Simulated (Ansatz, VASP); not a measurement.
## Two plane-wave programs on Ti

The input INCAR:

```
  PREC = Accurate
  ENCUT = 520
  EDIFF = 1E-6
  ISMEAR = 0
  SIGMA = 0.1
  LREAL = F
  LASPH = T
  NELM = 100
  ALGO = Normal
  ISIF = 2
  LWAVE = F
  LCHARG = F
  GGA = PS
  NBANDS = 12
```

Contents of KPOINTS:

```
regular mesh
0
Gamma
  18 18 18
```

Contents of POSCAR:

```
Ti
1.0
    0.0000000000      2.0933826804      2.0933826804
    2.0933826804      0.0000000000      2.0933826804
    2.0933826804      2.0933826804      0.0000000000
Ti
1
Direct
    0.0000000000      0.0000000000      0.0000000000
```

Input for Ansatz:

```yaml
crystal:
  lattice:
    - [0.0, 2.0933826804, 2.0933826804]
    - [2.0933826804, 0.0, 2.0933826804]
    - [2.0933826804, 2.0933826804, 0.0]
  atoms:
    - { symbol: Ti, position: [0.0, 0.0, 0.0] }
basis:
  ecutwfc: 420
kpoints:
  mp_grid: { grid: [18, 18, 18] }
hamiltonian:
  xc: pbesol
scf:
  occupations: { method: gaussian, width: 0.1 }
output:
  forces: true
  stress: true
  eigenvalues: true
```

Alike in both runs: task single point; functional PBEsol; k mesh 18 × 18 × 18; occupations gaussian, width 0.1 eV; no spin polarisation.

|  | VASP | Ansatz |
| --- | --- | --- |
| version | VASP 6.6.1 | Ansatz 0.2.0 |
| potentials or method | VASP PAW PBE potentials, release 64 (Ti_sv), cutoff 520 eV | scalar-relativistic, plane waves, PAW |
| valence electrons in the cell | 12 | 12 |

```tsv
	VASP	Ansatz	Ansatz less VASP
gap on the k mesh at the Fermi level (eV)	none	none	-
pressure (GPa)	-9.4	-9.3	+0.14
```

VASP's potentials were made for PBE, not for PBEsol. A gap of «none» marks a metal or a gap that the smearing closes.
